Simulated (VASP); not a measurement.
# C (Fd-3m) in VASP: single point with r2SCAN

Aim: the single point of C with r2SCAN.

All numbers are computed with VASP 6.6.1; they aren't measurements. Logs are shortened: lines on timing, memory, paths and dates and some standing lists are left out, and cuts for length are marked.

## 1. The cell of the first run

It takes space group Fd-3m (No. 227, cubic). The conventional cell has a = 3.572 Å, b = 3.572 Å, c = 3.572 Å, α = 90.00°, β = 90.00°, γ = 90.00°. C (site symmetry -43m) has 4 C at 1.55 Å within 2.1 Å.

## 2. Single point, r2SCAN

Contents of POSCAR:

```
C
1.0
    0.0000000000      1.7858130186      1.7858130186
    1.7858130186      0.0000000000      1.7858130186
    1.7858130186      1.7858130186      0.0000000000
C
2
Direct
    0.0000000000      0.0000000000      0.0000000000
    0.2500000000      0.2500000000      0.2500000000
```

Contents of INCAR.step1:

```
SYSTEM = C
ALGO = Normal ; EDIFF = 1E-5
ENCUT = 660 ; GGA = PE
GGA_COMPAT = .FALSE. ; ISMEAR = 0
LASPH = .TRUE. ; LCHARG = .FALSE.
LREAL = .FALSE. ; LWAVE = .TRUE.
NBANDS = 11 ; NELM = 120
PREC = Accurate ; SIGMA = 0.02
```

Contents of INCAR.step2:

```
SYSTEM = C
ALGO = Normal ; EDIFF = 1E-6
ENCUT = 660 ; GGA_COMPAT = .FALSE.
ISIF = 2 ; ISMEAR = 0
ISTART = 1 ; LASPH = .TRUE.
LCHARG = .FALSE. ; LMIXTAU = .TRUE.
LREAL = .FALSE. ; LWAVE = .FALSE.
METAGGA = R2SCAN ; NBANDS = 11
NELM = 120 ; PREC = Accurate
SIGMA = 0.02
```

Contents of KPOINTS:

```
k-points
0
G
  12 12 12
  0 0 0
```

Potentials or basis: VASP PAW PBE potentials, release 64 (C).

Run with:

```console
$ cat potpaw_PBE.64/C/POTCAR > POTCAR
$ cp INCAR.step1 INCAR
$ mpirun -np 1 vasp_std > vasp.out
$ cp INCAR.step2 INCAR
$ mpirun -np 1 vasp_std > vasp.out
```

OUTCAR:

```text
SYSTEM = C
   EDIFF = 1E-6
   ENCUT = 660
   ISIF = 2
   ISMEAR = 0
   ISTART = 1
   LASPH = .TRUE.
   LREAL = .FALSE.
   METAGGA = R2SCAN
   NELM = 120
   PREC = Accurate

 ion  position               nearest neighbor table
   1  0.000  0.000  0.000-   2 1.55   2 1.55   2 1.55   2 1.55
   2  0.250  0.250  0.250-   1 1.55   1 1.55   1 1.55   1 1.55

  LATTYP: Found a face centered cubic cell.
 ALAT       =     3.5716260372

  Lattice vectors:

 A1 = (   0.0000000000,   1.7858130186,   1.7858130186)
 A2 = (   1.7858130186,   0.0000000000,   1.7858130186)
 A3 = (   1.7858130186,   1.7858130186,   0.0000000000)

Analysis of symmetry for initial positions (statically):
=====================================================================
 Subroutine PRICEL returns:
 Original cell was already a primitive cell.

 Routine SETGRP: Setting up the symmetry group for a
 face centered cubic supercell.

 Subroutine GETGRP returns: Found 48 space group operations
 (whereof 24 operations were pure point group operations)
 out of a pool of 48 trial point group operations.

The static configuration has the point symmetry T_d .
 The point group associated with its full space group is O_h .

Analysis of symmetry for dynamics (positions and initial velocities):
=====================================================================
 Subroutine PRICEL returns:
 Original cell was already a primitive cell.

 Routine SETGRP: Setting up the symmetry group for a
 face centered cubic supercell.

 Subroutine GETGRP returns: Found 48 space group operations
 (whereof 24 operations were pure point group operations)
 out of a pool of 48 trial point group operations.

The dynamic configuration has the point symmetry T_d .
 The point group associated with its full space group is O_h .

 Subroutine INISYM returns: Found 48 space group operations
 (whereof 24 operations are pure point group operations),
 and found     1 'primitive' translations

----------------------------------------------------------------------------------------

                                     Primitive cell

  volume of cell :      11.3904

  direct lattice vectors                    reciprocal lattice vectors
     0.000000000  1.785813019  1.785813019    -0.279984520  0.279984520  0.279984520
     1.785813019  0.000000000  1.785813019     0.279984520 -0.279984520  0.279984520
     1.785813019  1.785813019  0.000000000     0.279984520  0.279984520 -0.279984520

  length of vectors
     2.525520991  2.525520991  2.525520991     0.484947413  0.484947413  0.484947413

  position of ions in fractional coordinates (direct lattice)
     0.000000000  0.000000000  0.000000000
     0.250000000  0.250000000  0.250000000

  ion indices of the primitive-cell ions
   primitive index   ion index
                 1           1
                 2           2

----------------------------------------------------------------------------------------

 KPOINTS: k-points

Automatic generation of k-mesh.
 Grid dimensions read from file:
 generate k-points for:   12   12   12

 Generating k-lattice:

  Cartesian coordinates                     Fractional coordinates (reciprocal lattice)
    -0.023332043  0.023332043  0.023332043     0.083333333  0.000000000  0.000000000
     0.023332043 -0.023332043  0.023332043     0.000000000  0.083333333  0.000000000
     0.023332043  0.023332043 -0.023332043     0.000000000  0.000000000  0.083333333

  Length of vectors
     0.040412284  0.040412284  0.040412284

  Shift w.r.t. Gamma in fractional coordinates (k-lattice)
     0.000000000  0.000000000  0.000000000

 Subroutine IBZKPT returns following result:
 ===========================================

 Found     72 irreducible k-points:

 Following reciprocal coordinates:
            Coordinates               Weight
  0.000000  0.000000  0.000000      1.000000
  0.083333  0.000000  0.000000      8.000000
  0.166667  0.000000  0.000000      8.000000
  0.250000  0.000000  0.000000      8.000000
  0.333333  0.000000  0.000000      8.000000
  0.416667  0.000000  0.000000      8.000000
[... 16 lines left out ...]
  0.500000  0.166667  0.000000     24.000000
 -0.416667  0.166667  0.000000     24.000000
 [... further k-points ...]
   k-points           NKPTS =     72   k-points in BZ     NKDIM =     72   number of bands    NBANDS=     11
   number of dos      NEDOS =    301   number of ions     NIONS =      2
   total plane-waves  NPLWV =  13824
   dimension x,y,z NGX =    24 NGY =   24 NGZ =   24
   dimension x,y,z NGXF=    48 NGYF=   48 NGZF=   48
   ions per type =               2
   NGX,Y,Z   is equivalent  to a cutoff of  15.80, 15.80, 15.80 a.u.
   NGXF,Y,Z  is equivalent  to a cutoff of  31.60, 31.60, 31.60 a.u.
 SYSTEM =  C
   PREC   = accura    normal or accurate (medium, high low for compatibility)
   ISTART =      1    job   : 0-new  1-cont  2-samecut
   ICHARG =      0    charge: 1-file 2-atom 10-const
   ISPIN  =      1    spin polarized calculation?
   LNONCOLLINEAR =      F non collinear calculations
   LSORBIT =      F    spin-orbit coupling
   LASPH  =      T    aspherical Exc in radial PAW
   ENCUT  =  660.0 eV  48.51 Ry    6.96 a.u.   5.29  5.29  5.29*2*pi/ulx,y,z
   NELM   =    120;   NELMIN=  2; NELMDL=  0     # of ELM steps
   EDIFF  = 0.1E-05   stopping-criterion for ELM
   LREAL  =      F    real-space projection
   EDIFFG = 0.1E-04   stopping-criterion for IOM
   NSW    =      0    number of steps for IOM
   IBRION =     -1    ionic relax: 0-MD 1-quasi-New 2-CG
   NFREE  =      0    steps in history (QN), initial steepest desc. (CG)
   ISIF   =      2    stress and relaxation
   ISYM   =      2    0-nonsym 1-usesym 2-fastsym
   POTIM  = 0.5000    time-step for ionic-motion
   TEBEG  =    0.0;   TEEND  =   0.0 temperature during run
   PSTRESS=    0.0 pullay stress
   NELECT =       8.0000    total number of electrons
   NUPDOWN=      -1.0000    fix difference up-down
   EMIN   =  10.00;   EMAX   =-10.00  energy-range for DOS
   EFERMI =   0.00;   METHOD = LEGACY
   ISMEAR =     0;   SIGMA  =   0.02  broadening in eV -4-tet -1-fermi 0-gaus
   EFERMI_NEDOS =   21; number of points for ismear=-14 and -15
   IALGO  =     38    algorithm
   IMIX   =      4    mixing-type and parameters
     AMIX     =   0.40;   BMIX     =  1.00
     AMIX_MAG =   1.60;   BMIX_MAG =  1.00
  volume/ion in A,a.u.               =       5.70        38.43
  Fermi-wavevector in a.u.,A,eV,Ry     =   1.455209  2.749947 28.812168  2.117635
  Thomas-Fermi vector in A             =   2.572271
   LORBIT       =      0    0 simple, 1 ext, 2 COOP (PROOUT), +10 PAW based schemes
   METAGGA = R2SCAN    functional components
   LHFCALC =     F    Hartree Fock is set to
   AEXX    =    0.0000 exact exchange contribution
   IVDW    =     0    specifies the selected vdW correction
   LEPSILON=     F    determine dielectric tensor
   LRPA    =     F    only Hartree local field effects (RPA)
 non-spin polarized calculation
 Gauss-broadening in eV      SIGMA  =   0.02
  energy-cutoff  :      660.00
  volume of cell :       11.39
 maximum number of plane-waves:       448
 NGX is ok and might be reduce to    24
   NGX = 11   NGY = 11   NGZ = 11

 number of electron       8.0000000 magnetization

 Free energy of the ion-electron system (eV)
  ---------------------------------------------------
  ext. energy  EPLUGINS =         0.00000000
  ---------------------------------------------------
  free energy    TOTEN  =       -19.66832859 eV

  energy without entropy =      -19.66832859  energy(sigma->0) =      -19.66832859

 E-fermi :   9.8299     XC(G=0): -14.2343

 val. band max:        9.6502930967   @ k =   0.0000   0.0000   0.0000
 cond. band min:      13.9844414084   @ k =   0.3333   0.3333   0.0000
 fundamental gap:      4.3341483117
 Fermi energy:         9.8298709625

 k-point     1 :       0.0000    0.0000    0.0000
  band No.  band energies     occupation
      1     -12.9866      2.00000
      2       9.6503      2.00000
      3       9.6503      2.00000
      4       9.6503      2.00000
      5      15.4749      0.00000
      6      15.4749      0.00000
      7      15.4749      0.00000
      8      23.3687      0.00000
      9      29.9919      0.00000
     10      36.9943      0.00000
     11      36.9943      0.00000

 k-point     2 :       0.0833    0.0000    0.0000
  band No.  band energies     occupation
      1     -12.7865      2.00000
      2       8.3377      2.00000
      3       9.3068      2.00000
      4       9.3068      2.00000
      5      15.9251      0.00000
      6      15.9251      0.00000
      7      16.2369      0.00000
      8      23.5758      0.00000
      9      30.3353      0.00000
     10      34.9512      0.00000
     11      34.9512      0.00000

 k-point     3 :       0.1667    0.0000    0.0000
  band No.  band energies     occupation
      1     -12.1886      2.00000
      2       5.6528      2.00000
      3       8.5634      2.00000
      4       8.5634      2.00000
      5      16.9013      0.00000
      6      16.9013      0.00000
      7      17.3607      0.00000
      8      24.1733      0.00000
      9      31.0528      0.00000
     10      33.3164      0.00000
     11      33.3164      0.00000

 k-point     4 :       0.2500    0.0000    0.0000
  band No.  band energies     occupation
      1     -11.2023      2.00000
      2       2.6650      2.00000
      3       7.7984      2.00000
      4       7.7984      2.00000
      5      17.8088      0.00000
      6      17.8088      0.00000
      7      18.0927      0.00000
      8      25.0058      0.00000
      9      31.4882      0.00000
     10      32.9097      0.00000
     11      32.9097      0.00000

 k-point     5 :       0.3333    0.0000    0.0000
  band No.  band energies     occupation
      1      -9.8529      2.00000
      2      -0.2473      2.00000
      3       7.1922      2.00000
      4       7.1922      2.00000
      5      18.3215      0.00000
      6      18.3215      0.00000
      7      18.4800      0.00000
      8      25.7647      0.00000
      9      31.7186      0.00000
     10      33.8224      0.00000
     11      33.8224      0.00000
[... 211 lines left out ...]
 k-point    21 :       0.3333    0.1667    0.0000
  band No.  band energies     occupation
      1     -10.0954      2.00000
      2       1.9874      2.00000
      3       5.6009      2.00000
      4       5.9960      2.00000
      5      15.9335      0.00000
      6      20.9177      0.00000
      7      21.0757      0.00000
      8      22.0120      0.00000
      9      31.5370      0.00000
     10      32.5682      0.00000
     11      37.7341      0.00000

 k-point    22 :       0.4167    0.1667    0.0000
  band No.  band energies     occupation
      1      -8.6523      2.00000
      2      -0.6812      2.00000
      3       5.1096      2.00000
      4       5.3702      2.00000
      5      16.6319      0.00000
      6      21.2073      0.00000
      7      21.2303      0.00000
      8      23.0046      0.00000
      9      31.9068      0.00000
     10      33.2543      0.00000
     11      38.2315      0.00000

 k-point    23 :       0.5000    0.1667    0.0000
  band No.  band energies     occupation
      1      -7.0388      2.00000
      2      -2.9888      2.00000
      3       4.3584      2.00000
      4       5.4607      2.00000
      5      17.0770      0.00000
      6      20.9108      0.00000
      7      21.3321      0.00000
      8      24.7306      0.00000
      9      30.9126      0.00000
     10      34.7516      0.00000
     11      37.4370      0.00000

 k-point    24 :      -0.4167    0.1667    0.0000
  band No.  band energies     occupation
      1      -6.6170      2.00000
      2      -3.5011      2.00000
      3       3.8511      2.00000
      4       5.8577      2.00000
      5      17.5348      0.00000
      6      20.3868      0.00000
      7      21.3104      0.00000
      8      25.9817      0.00000
      9      30.1573      0.00000
     10      34.8727      0.00000
     11      35.5602      0.00000

 [... further k-points ...]
[... 5 lines left out ...]
  --------------------------------------------------------------------------------------
  -------------------------------------------------------------------------------------
  Total       -0.2919163     -0.2919163     -0.2919163      0.0000000      0.0000000     -0.0000000
  in kB      -41.0611444    -41.0611444    -41.0611444      0.0000000      0.0000000     -0.0000000
  external PRESSURE =     -41.0611444 kB  Pullay stress =       0.0000000 kB

 VOLUME and BASIS-vectors are now :
 -----------------------------------------------------------------------------
  energy-cutoff  :      660.00
  volume of cell :       11.39
      direct lattice vectors                 reciprocal lattice vectors
     0.000000000  1.785813019  1.785813019    -0.279984520  0.279984520  0.279984520
     1.785813019  0.000000000  1.785813019     0.279984520 -0.279984520  0.279984520
     1.785813019  1.785813019  0.000000000     0.279984520  0.279984520 -0.279984520

 POSITION                                       TOTAL-FORCE (eV/Angst)
 -----------------------------------------------------------------------------------
      0.00000      0.00000      0.00000        -0.000000      0.000000     -0.000000
      0.89291      0.89291      0.89291         0.000000     -0.000000      0.000000
 -----------------------------------------------------------------------------------
    total drift:                               -0.000000     -0.000000      0.000000

  FREE ENERGIE OF THE ION-ELECTRON SYSTEM (eV)
  ---------------------------------------------------
  free  energy   TOTEN  =       -19.6683285943 eV

  energy  without entropy=      -19.6683285943  energy(sigma->0) =      -19.66832859
```

It took 32 s on 1 thread of Intel Xeon 6975P-C, shared host; peak memory 0.14 GiB.

Results:

```
Free energy            : -19.6683 eV
Pressure               : -4.1 GPa
Band gap on the k mesh : 4.33 eV, indirect (least direct gap 5.82 eV)
```

Levels at points of the mesh, in eV from the valence-band top:
| k point | band 2 | band 3 | band 4 | band 5 | band 6 | band 7 |
| --- | --- | --- | --- | --- | --- | --- |
| (0.00, 0.00, 0.00) | 0.00 | 0.00 | 0.00 | 5.82 | 5.82 | 5.82 |
| (0.50, 0.00, 0.00) | -14.00 | -2.97 | -2.97 | 8.86 | 8.86 | 9.07 |
| (0.50, 0.50, 0.00) | -13.56 | -6.63 | -6.63 | 4.99 | 4.99 | 17.80 |

Caveat: the PAW data sets were made with another functional, which shifts forces and pressure a little.
